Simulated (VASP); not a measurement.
Be2Bi: single point with PBE

Crystal: Be2Bi.

```xyz
6
Lattice="0.0000 3.6789 3.6789 3.6789 0.0000 3.6789 3.6789 3.6789 0.0000" Properties=species:S:1:pos:R:3 pbc="T T T"
Be    0.9197    0.9197    0.9197
Be    0.9197    2.7592    2.7592
Be    2.7592    2.7592    0.9197
Be    2.7592    0.9197    2.7592
Bi    3.6789    3.6789    3.6789
Bi    5.5184    5.5184    5.5184
```

| Property | Result |
| --- | --- |
| Program | VASP 6.6.1 |
| Task | single point |
| Functional | PBE |
| Potentials or basis | VASP PAW PBE potentials, release 64 (Be, Bi_d) |
| Cutoff | 520 eV |
| k mesh | 10 × 10 × 10 |
| Occupations | gaussian, width 0.1 eV |
| Spin | no spin polarisation |
| Dipole correction | no |
| Further INCAR settings | ALGO = Fast; EDIFF = 1e-07; NBANDS = 28 |

- Pressure: -0.1 GPa
- Band gap on the k mesh: zero (bands 19 and 20 overlap by 4.39 eV)

Levels at points of the mesh, in eV from the Fermi level:
```tsv
k point	band 16	band 17	band 18	band 19	band 20	band 21	band 22	band 23
(0.00, 0.00, 0.00)	-3.47	-3.09	-3.09	-3.09	-2.64	0.03	0.03	0.69
(0.50, 0.00, 0.00)	-3.83	-2.64	-2.64	-0.39	0.38	1.69	1.69	2.16
(0.50, 0.50, 0.00)	-5.81	-0.06	-0.06	1.75	1.75	2.36	2.36	3.14
```

It took 76 s on 1 thread of Intel(R) Xeon(R) 6975P-C (Granite Rapids), with other jobs on the host, peak memory 0.3 GiB.

Caveat: spin-orbit coupling is left out, which moves the levels of the heavy elements.
